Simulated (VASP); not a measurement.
The system is BeS.

```
Be S
1.0
     0.00000    2.43431    2.43431
     2.43431    0.00000    2.43431
     2.43431    2.43431    0.00000
Be S
1 1
Cartesian
  0.0000 0.0000 0.0000
  1.2172 1.2172 1.2172
```

Base run:

| Quantity | Value |
| --- | --- |
| Program | VASP 6.6.1 |
| Functional | HSE06 |
| Potentials or basis | VASP PAW PBE potentials, release 64 (Be, S) |
| Cutoff | 520 eV |
| k mesh | 6 × 6 × 6 |
| Occupations | gaussian, width 0.01 eV |
| Spin | no spin polarisation |

Its results: band gap on the k mesh 4.08 eV, indirect (least direct gap 6.87 eV); pressure -1.0 GPa.

Question: The run is repeated on the same cell with these changes: functional from HSE06 to r2SCAN; further incar settings from ALGO = Normal; EDIFF = 1e-07; NBANDS = 11 to ALGO = Normal; EDIFF = 1e-06; NBANDS = 11. What comes out?

Answer: Band gap on the k mesh 3.60 eV, indirect (least direct gap 6.26 eV); pressure 0.3 GPa.

Caveats: the PAW data sets were made with another functional, which shifts forces and pressure a little.

A k mesh can miss the band edges.
